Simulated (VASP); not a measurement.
Input of a VASP 6.6.1 run:

File INCAR:

```
ALGO = Fast ; EDIFF = 1E-6
ENCUT = 520 ; GGA = PE
ISIF = 2 ; ISMEAR = 0
LASPH = True ; LCHARG = False
LREAL = False ; LWAVE = False
NBANDS = 20 ; NELM = 80
PREC = Accurate ; SIGMA = 0.05
```

File KPOINTS:

```
k-points
0
Gamma
  10 10 10
```

POSCAR

```
BiAu
1.0
    0.0000000000      2.9248388919      2.9248388919
    2.9248388919      0.0000000000      2.9248388919
    2.9248388919      2.9248388919      0.0000000000
Au Bi
1 1
Direct
    0.5000000000      0.5000000000      0.5000000000
    0.0000000000      0.0000000000      0.0000000000
```

Potentials or basis: VASP PAW PBE potentials, release 64 (Au, Bi_d).

Launch:

```bash
$ cat potpaw_PBE.64/Au/POTCAR potpaw_PBE.64/Bi_d/POTCAR > POTCAR
$ mpirun -np 1 vasp_std > vasp.out
```

Q: Predict the band gap on the k mesh.

A: Zero (band 13 reaches 11.01 eV, above the bottom of band 14 at 5.77 eV).

Q: Estimate the pressure.

A: 3.7 GPa.

Caveat: spin-orbit coupling is left out, which moves the levels of the heavy elements.
